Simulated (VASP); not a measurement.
The system is Si3Te.

```
Si Te
1.0
     5.92306    0.00000    0.00000
    -2.96153    5.12952    0.00000
     0.00000    0.00000    2.64394
Si Te
3 1
Direct
  0.50000 0.00000 0.00000
  0.00000 0.50000 0.00000
  0.50000 0.50000 0.00000
  0.00000 0.00000 0.00000
```

The cell was built from a structure type or drawn by symmetry, and may not be a known phase.

```yaml
Program: VASP 6.6.1
Task: relaxation of cell and atoms
Functional: PBE
Potentials_or_basis: VASP PAW PBE potentials, release 64 (Si, Te)
Cutoff: 600 eV
k_mesh: 12 × 12 × 18
Occupations: gaussian, width 0.1 eV
Spin: no spin polarisation
```

At the start: pressure 0.7 GPa; volume 20.08 Å³/atom.

Task: Where does the relaxation end?

Result: Over 6 steps the energy falls by 32.5 meV/atom and the volume is 19.98 Å³/atom (-0.5 %); space group P6/mmm (No. 191, to 0.1 Å) before and after.

The path:
```
step  energy change (eV)  largest force (eV/Å)  pressure (GPa)  volume (Å³)
   1              0.0000                0.0000            0.72        80.33
   2             -0.1246                0.0000           -1.03        81.21
   3             -0.1261                0.0000           -0.89        81.09
   4             -0.1264                0.0000           -0.92        81.12
   5             -0.1300                0.0000            0.11        79.81
   6             -0.1300                0.0000            0.00        79.94
```

Final structure:
```
CELL_PARAMETERS angstrom
5.77531 0.00000 0.00000
-2.88765 5.00156 0.00000
0.00000 0.00000 2.76737
ATOMIC_POSITIONS crystal
Si 0.50000 0.00000 0.00000
Si 0.00000 0.50000 0.00000
Si 0.50000 0.50000 0.00000
Te 0.00000 0.00000 0.00000
```
